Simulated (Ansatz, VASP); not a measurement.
**One calculation of Cs2Ge3, two programs**

```xyz
5
Lattice="4.3321 0.0000 0.0000 0.0000 4.3321 0.0000 0.0000 0.0000 11.2794" Properties=species:S:1:pos:R:3 pbc="T T T"
Cs    0.0000    0.0000    8.6061
Cs    2.1661    2.1661    3.6047
Ge    2.1661    0.0000   11.4648
Ge    0.0000    2.1661   11.4648
Ge    0.0000    0.0000    1.7432
```

Change from the starting cell: species swapped into the Cu3Te2 type (P4mm, No. 99).

Alike in both runs: functional PBE; k mesh 4 × 4 × 4; occupations gaussian, width 0.1 eV; no spin polarisation.

Ansatz relaxed the structure, and its values are those at the end. VASP's run is a single point on that final structure, the one shown.

|  | VASP | Ansatz |
| --- | --- | --- |
| version | VASP 6.6.1 | Ansatz 0.2.0 |
| potentials or method | VASP PAW PBE potentials, release 64 (Cs_sv, Ge_d), cutoff 520 eV | scalar-relativistic, plane waves, PAW |
| valence electrons in the cell | 60 | 60 |

|  | VASP | Ansatz | Ansatz less VASP |
| --- | --- | --- | --- |
| gap on the k mesh at the Fermi level (eV) | none | none | - |
| pressure (GPa) | 0.2 | 0.1 | -0.05 |
| rms of the force components (eV/Å) | 0.009 | 0.006 | -0.0030 |

A gap of «none» marks a metal or a gap that the smearing closes.

The k mesh is coarse, so the values compare programs but aren't converged. Spin-orbit coupling is off throughout.
